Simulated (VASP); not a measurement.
## HC12: single point with PBE

HC12, a slab with vacuum:

```
CELL_PARAMETERS angstrom
5.05093 0.00000 0.00000
0.00000 5.05093 0.00000
0.00000 0.00000 22.37549
ATOMIC_POSITIONS crystal
C 0.00000 0.25000 0.17877
C 0.00000 0.75000 0.17877
C 0.50000 0.25000 0.17877
C 0.50000 0.75000 0.17877
C 0.00000 0.00000 0.21867
C 0.00000 0.50000 0.21867
C 0.50000 0.00000 0.21867
C 0.50000 0.50000 0.21867
C 0.25000 0.00000 0.25858
C 0.25000 0.50000 0.25858
C 0.75000 0.00000 0.25858
C 0.75000 0.50000 0.25858
C 0.25000 0.25000 0.29760
C 0.25000 0.75000 0.29760
C 0.75000 0.25000 0.29760
C 0.75000 0.75000 0.29760
C 0.00000 0.25000 0.33949
C 0.00000 0.75000 0.33949
C 0.50000 0.25000 0.33949
C 0.50000 0.75000 0.33949
C 0.00000 0.00000 0.37432
C 0.00000 0.50000 0.37432
C 0.50000 0.00000 0.37432
C 0.50000 0.50000 0.37432
H 0.88309 0.37500 0.43733
H 0.11691 0.37500 0.43733
```

```yaml
Program: VASP 6.6.1
Task: single point
Functional: PBE
Potentials_or_basis: VASP PAW PBE potentials, release 64 (C, H)
Cutoff: 520 eV
k_mesh: 5 × 5 × 1
Occupations: gaussian, width 0.05 eV
Spin: no spin polarisation
```

| Item | Value |
| --- | --- |
| Largest force | 3.427 eV/Å |
| Band gap on the k mesh | zero (bands 49 and 50 overlap by 0.30 eV) |

Forces in eV/Å, atoms in the order of the input:
```
C    0.000  0.021  2.114
C    0.000 -0.025  2.114
C    0.000  0.056  2.118
C    0.000 -0.059  2.081
C    0.000  0.003 -2.593
C    0.000  0.005 -2.559
C    0.000 -0.078 -2.385
C    0.000  0.043 -2.500
C    0.067  0.061  0.168
C    0.211 -0.036  0.223
C   -0.067  0.061  0.168
C   -0.211 -0.036  0.223
C   -0.099  0.087  0.046
C    0.005 -0.268  0.170
C    0.099  0.087  0.046
C   -0.005 -0.268  0.170
C    0.000 -0.507 -0.410
C    0.000  1.085  0.645
C    0.000 -0.024 -0.036
C    0.000  0.052  0.056
C    0.000  0.597  0.802
C    0.000 -2.637  2.189
C    0.000  0.209  0.040
C    0.000 -0.376  0.332
H    1.219  0.973 -1.610
H   -1.219  0.973 -1.610
```

Levels at points of the mesh, in eV from the Fermi level:
```csv
k point,band 47,band 48,band 49,band 50,band 51,band 52
"(0.00, 0.00, 0.00)",-0.82,-0.41,-0.20,-0.19,-0.07,0.59
```

It took 11 min on 1 thread of Intel(R) Xeon(R) 6975P-C (Granite Rapids), on a shared host, peak memory 0.65 GiB.
